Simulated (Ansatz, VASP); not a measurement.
## One calculation of As5S, two programs

File INCAR:

```
ALGO = Normal
EDIFF = 1E-6
EDIFFG = -0.01
ENCUT = 600
GGA = PE
IBRION = 2
ISIF = 3
ISMEAR = 0
LASPH = True
LCHARG = False
LREAL = False
LWAVE = False
NELM = 60
NSW = 100
PREC = Accurate
SIGMA = 0.1
```

KPOINTS

```
k-points
0
Gamma
  8 8 8
```

POSCAR

```
As5S
1.0
    0.0000000000      3.9230370444      3.9230370444
    3.9230370444      0.0000000000      3.9230370444
    3.9230370444      3.9230370444      0.0000000000
As S
5 1
Direct
    0.7500000000      0.7500000000      0.7500000000
    0.3683948421      0.3683948421      0.8948154738
    0.3683948421      0.8948154738      0.3683948421
    0.3683948421      0.3683948421      0.3683948421
    0.8948154738      0.3683948421      0.3683948421
    0.0000000000      0.0000000000      0.0000000000
```

Input for Ansatz:

```yaml
crystal:
  lattice:
    - [0.0, 3.9230370444, 3.9230370444]
    - [3.9230370444, 0.0, 3.9230370444]
    - [3.9230370444, 3.9230370444, 0.0]
  atoms:
    - { symbol: As, position: [0.75, 0.75, 0.75] }
    - { symbol: As, position: [0.3683948421, 0.3683948421, 0.8948154738] }
    - { symbol: As, position: [0.3683948421, 0.8948154738, 0.3683948421] }
    - { symbol: As, position: [0.3683948421, 0.3683948421, 0.3683948421] }
    - { symbol: As, position: [0.8948154738, 0.3683948421, 0.3683948421] }
    - { symbol: S, position: [0.0, 0.0, 0.0] }
basis:
  ecutwfc: 420
kpoints:
  mp_grid: { grid: [8, 8, 8] }
hamiltonian:
  xc: pbe
scf:
  occupations: { method: gaussian, width: 0.1 }
output:
  forces: true
  stress: true
  eigenvalues: true
  write_density: true
  write_potential: true
  elf: true
  volumetric_format: npy
relax:
  adjacent_minimum: "off"
  f_tol: 0.01
  max_steps: 80
  cell: { stress_tol: 0.05 }
```

Change from the starting cell: species swapped into the Be5Pd type (F-43m, No. 216).

Alike in both runs: task relaxation of cell and atoms; functional PBE; k mesh 8 × 8 × 8; occupations gaussian, width 0.1 eV; no spin polarisation.

|  | VASP | Ansatz |
| --- | --- | --- |
| version | VASP 6.6.1 | Ansatz 0.2.0 |
| potentials or method | VASP PAW PBE potentials, release 64 (As, S), cutoff 600 eV | scalar-relativistic, plane waves, PAW |
| valence electrons in the cell | 31 | 81 |

```tsv
	VASP	Ansatz	Ansatz less VASP
gap on the k mesh at the Fermi level, each at its own relaxed structure (eV)	none	none	-
relaxed volume (Å³/atom)	20.06	20.07	+0.009
relaxed cell length with the largest relative difference (Å)	5.542	5.543	+0.0008
```

A gap of «none» marks a metal or a gap that the smearing closes. VASP's potentials hold 31 valence electrons a cell and Ansatz's 81, so a difference there can come from the potentials and not from the codes.

Noted on VASP's run: too few bands were computed for a metal, which touches its energy and stress.
